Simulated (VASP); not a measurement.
# Al2Au (P1) in VASP: notebook, part 2 of 3

VASP 6.6.1. The steps go on from the part before.

## 4. Single point, PBEsol

INCAR reads:

```
SYSTEM = Al2Au
PREC     = Accurate       ! precision mode
ENCUT    = 500            ! plane-wave cutoff, eV
EDIFF    = 1E-6           ! SCF threshold, eV
ISMEAR   = -1             ! smearing method
SIGMA    = 0.05           ! smearing width, eV
LREAL    = .FALSE.        ! projectors in reciprocal space
LASPH    = .TRUE.         ! aspherical terms in the spheres
NELM     = 120            ! most SCF steps
ALGO     = Normal         ! electronic algorithm
ISIF     = 2              ! what is computed and relaxed
LWAVE    = .FALSE.        ! write WAVECAR
LCHARG   = .FALSE.        ! write CHGCAR
GGA      = PS             ! functional
NBANDS   = 16             ! bands
GGA_COMPAT= .FALSE.
```

KPOINTS reads:

```
Automatic mesh
0
G
  3 3 3
  0 0 0
```

POSCAR reads:

```
Al2Au
1.0
    0.0000000000      3.0000000000      3.0000000000
    3.0000000000      0.0000000000      3.0000000000
    3.0000000000      3.0000000000      0.0000000000
Al Au
2 1
Direct
    0.2429564929      0.2513405215      0.2464477704
    0.7933704500      0.7375419533      0.7279731980
    0.0162349818     -0.0043977051     -0.0125136867
```

Potentials or basis: VASP PAW PBE potentials, release 64 (Al, Au).

The run is started by

```bash
> cat potpaw_PBE.64/Al/POTCAR potpaw_PBE.64/Au/POTCAR > POTCAR
> mpirun -np 1 vasp_std > vasp.out
```

OUTCAR:

```text
SYSTEM = Al2Au
   PREC = Accurate
   ENCUT = 500
   EDIFF = 1E-6
   ISMEAR = -1
   LREAL = .FALSE.
   LASPH = .TRUE.
   NELM = 120
   ISIF = 2
   GGA = PS

 ion  position               nearest neighbor table
   1  0.243  0.251  0.246-   3 2.57   3 2.57   3 2.58   3 2.68   2 2.89   2 2.91   2 2.91   2 3.10
                             2 3.10   2 3.11
   2  0.793  0.738  0.728-   3 2.57   3 2.57   3 2.57   3 2.69   1 2.89   1 2.91   1 2.91   1 3.10
                             1 3.10   1 3.11
   3  0.016  0.996  0.987-   2 2.57   2 2.57   1 2.57   1 2.57   2 2.57   1 2.58   1 2.68   2 2.69

  LATTYP: Found a face centered cubic cell.
 ALAT       =     6.0000000000

  Lattice vectors:

 A1 = (   0.0000000000,   3.0000000000,   3.0000000000)
 A2 = (   3.0000000000,   0.0000000000,   3.0000000000)
 A3 = (   3.0000000000,   3.0000000000,   0.0000000000)

Analysis of symmetry for initial positions (statically):
=====================================================================
 Subroutine PRICEL returns:
 Original cell was already a primitive cell.

 Routine SETGRP: Setting up the symmetry group for a
 face centered cubic supercell.

 Subroutine GETGRP returns: Found  1 space group operations
 (whereof  1 operations were pure point group operations)
 out of a pool of 48 trial point group operations.

The static configuration has the point symmetry C_1 .

Analysis of symmetry for dynamics (positions and initial velocities):
=====================================================================
 Subroutine PRICEL returns:
 Original cell was already a primitive cell.

 Routine SETGRP: Setting up the symmetry group for a
 face centered cubic supercell.

 Subroutine GETGRP returns: Found  1 space group operations
 (whereof  1 operations were pure point group operations)
 out of a pool of 48 trial point group operations.

The dynamic configuration has the point symmetry C_1 .

 Subroutine INISYM returns: Found  1 space group operations
 (whereof  1 operations are pure point group operations),
 and found     1 'primitive' translations

----------------------------------------------------------------------------------------

                                     Primitive cell

  volume of cell :      54.0000

  direct lattice vectors                    reciprocal lattice vectors
     0.000000000  3.000000000  3.000000000    -0.166666667  0.166666667  0.166666667
     3.000000000  0.000000000  3.000000000     0.166666667 -0.166666667  0.166666667
     3.000000000  3.000000000  0.000000000     0.166666667  0.166666667 -0.166666667

  length of vectors
     4.242640687  4.242640687  4.242640687     0.288675135  0.288675135  0.288675135

  position of ions in fractional coordinates (direct lattice)
     0.242956493  0.251340521  0.246447770
     0.793370450  0.737541953  0.727973198
     0.016234982  0.995602295  0.987486313

  ion indices of the primitive-cell ions
   primitive index   ion index
                 1           1
                 2           2
                 3           3

----------------------------------------------------------------------------------------

 KPOINTS: Automatic mesh

Automatic generation of k-mesh.
[... 25 lines left out ...]
  0.000000  0.333333  0.000000      2.000000
  0.000000  0.000000  0.333333      2.000000
  0.333333  0.333333  0.333333      2.000000
  0.333333  0.333333  0.000000      2.000000
  0.000000  0.333333  0.333333      2.000000
  0.333333  0.000000  0.333333      2.000000
 -0.333333  0.333333  0.000000      2.000000
  0.000000 -0.333333  0.333333      2.000000
  0.333333  0.000000 -0.333333      2.000000
  0.333333  0.333333 -0.333333      2.000000
 -0.333333  0.333333 -0.333333      2.000000
  0.333333 -0.333333 -0.333333      2.000000
   k-points           NKPTS =     14   k-points in BZ     NKDIM =     14   number of bands    NBANDS=     16
   number of dos      NEDOS =    301   number of ions     NIONS =      3
   total plane-waves  NPLWV =  32768
   dimension x,y,z NGX =    32 NGY =   32 NGZ =   32
   dimension x,y,z NGXF=    64 NGYF=   64 NGZF=   64
   ions per type =               2   1
   NGX,Y,Z   is equivalent  to a cutoff of  12.54, 12.54, 12.54 a.u.
   NGXF,Y,Z  is equivalent  to a cutoff of  25.08, 25.08, 25.08 a.u.
 SYSTEM =  Al2Au
   PREC   = accura    normal or accurate (medium, high low for compatibility)
   ISTART =      0    job   : 0-new  1-cont  2-samecut
   ICHARG =      2    charge: 1-file 2-atom 10-const
   ISPIN  =      1    spin polarized calculation?
   LNONCOLLINEAR =      F non collinear calculations
   LSORBIT =      F    spin-orbit coupling
   LASPH  =      T    aspherical Exc in radial PAW
   ENCUT  =  500.0 eV  36.75 Ry    6.06 a.u.   7.74  7.74  7.74*2*pi/ulx,y,z
   NELM   =    120;   NELMIN=  2; NELMDL= -5     # of ELM steps
   EDIFF  = 0.1E-05   stopping-criterion for ELM
   LREAL  =      F    real-space projection
   EDIFFG = 0.1E-04   stopping-criterion for IOM
   NSW    =      0    number of steps for IOM
   IBRION =     -1    ionic relax: 0-MD 1-quasi-New 2-CG
   NFREE  =      0    steps in history (QN), initial steepest desc. (CG)
   ISIF   =      2    stress and relaxation
   ISYM   =      2    0-nonsym 1-usesym 2-fastsym
   POTIM  = 0.5000    time-step for ionic-motion
   TEBEG  =    0.0;   TEEND  =   0.0 temperature during run
   PSTRESS=    0.0 pullay stress
   NELECT =      17.0000    total number of electrons
   NUPDOWN=      -1.0000    fix difference up-down
   EMIN   =  10.00;   EMAX   =-10.00  energy-range for DOS
   EFERMI =   0.00;   METHOD = LEGACY
   ISMEAR =    -1;   SIGMA  =   0.05  broadening in eV -4-tet -1-fermi 0-gaus
   EFERMI_NEDOS =   21; number of points for ismear=-14 and -15
   IALGO  =     38    algorithm
   IMIX   =      4    mixing-type and parameters
     AMIX     =   0.40;   BMIX     =  1.00
     AMIX_MAG =   1.60;   BMIX_MAG =  1.00
  volume/ion in A,a.u.               =      18.00       121.47
  Fermi-wavevector in a.u.,A,eV,Ry     =   1.113679  2.104547 16.875035  1.240280
  Thomas-Fermi vector in A             =   2.250266
   LORBIT       =      0    0 simple, 1 ext, 2 COOP (PROOUT), +10 PAW based schemes
   GGA     = PS    functional components
   LHFCALC =     F    Hartree Fock is set to
   AEXX    =    0.0000 exact exchange contribution
   IVDW    =     0    specifies the selected vdW correction
   LEPSILON=     F    determine dielectric tensor
   LRPA    =     F    only Hartree local field effects (RPA)
 non-spin polarized calculation
  energy-cutoff  :      500.00
  volume of cell :       54.00
 maximum number of plane-waves:      1382
   NGX = 15   NGY = 15   NGZ = 15

 number of electron      17.0000001 magnetization

 Free energy of the ion-electron system (eV)
  ---------------------------------------------------
  ext. energy  EPLUGINS =         0.00000000
  ---------------------------------------------------
  free energy    TOTEN  =       -13.25725311 eV

  energy without entropy =      -13.24931777  energy(sigma->0) =      -13.25328544

 E-fermi :   8.3942     XC(G=0): -10.6265

 val. band max:        8.2815474314   @ k =   0.0000   0.3333   0.0000
 cond. band min:       8.6055636718   @ k =   0.3333   0.0000   0.0000
 fundamental gap:      0.3240162404
 Fermi energy:         8.3941881458

 k-point     1 :       0.0000    0.0000    0.0000
  band No.  band energies     occupation
      1      -2.8710      2.00000
      2       0.9865      2.00000
      3       0.9925      2.00000
      4       1.1051      2.00000
      5       1.9763      2.00000
      6       1.9790      2.00000
[... 243 lines left out ...]
      3       1.3440      2.00000
      4       1.5925      2.00000
      5       1.9566      2.00000
      6       1.9936      2.00000
[... 8 lines left out ...]
     15      15.8344      0.00000
     16      17.2833      0.00000

------------------------ aborting loop because EDIFF is reached ----------------------------------------

  FORCE on cell =-STRESS in cart. coord.  units (eV):
  Direction    XX          YY          ZZ          XY          YZ          ZX
  --------------------------------------------------------------------------------------
  -------------------------------------------------------------------------------------
  Total       -0.4891959     -0.4959515     -0.3996801      0.6303884     -0.5082082      0.4987802
  in kB      -14.5144190    -14.7148571    -11.8584876     18.7035936    -15.0785114     14.7987827
  external PRESSURE =     -13.6959212 kB  Pullay stress =       0.0000000 kB

 VOLUME and BASIS-vectors are now :
 -----------------------------------------------------------------------------
  energy-cutoff  :      500.00
  volume of cell :       54.00
      direct lattice vectors                 reciprocal lattice vectors
     0.000000000  3.000000000  3.000000000    -0.166666667  0.166666667  0.166666667
     3.000000000  0.000000000  3.000000000     0.166666667 -0.166666667  0.166666667
     3.000000000  3.000000000  0.000000000     0.166666667  0.166666667 -0.166666667

 POSITION                                       TOTAL-FORCE (eV/Angst)
 -----------------------------------------------------------------------------------
      1.49336      1.46821      1.48289         0.014916     -0.021687      0.035809
      4.39655      4.56403      4.59274         0.013703     -0.013920     -0.044223
      5.94927      3.01116      3.03551        -0.028619      0.035607      0.008414
 -----------------------------------------------------------------------------------
    total drift:                               -0.000005     -0.000018      0.000022

  FREE ENERGIE OF THE ION-ELECTRON SYSTEM (eV)
  ---------------------------------------------------
  free  energy   TOTEN  =       -13.2572531109 eV

  energy  without entropy=      -13.2493177728  energy(sigma->0) =      -13.25328544
```

Wall time 5.9 s (1 thread of Intel Xeon 6975P-C (Granite Rapids), shared host); peak memory 0.17 GiB.

What came out:

```
Free energy   : -13.2573 eV
Pressure      : -1.4 GPa
Largest force : 0.048 eV/Å
```

Forces in eV/Å, atoms in the order of the input:
```
Al   0.015 -0.022  0.036
Al   0.014 -0.014 -0.044
Au  -0.029  0.036  0.008
```

Caveat: the k points lie up to 0.60 Å⁻¹ apart; the PAW data sets were made with another functional, which shifts forces and pressure a little; spin-orbit coupling is left out, which moves the levels of the heavy elements.

(Continued in part 3 of 3.)
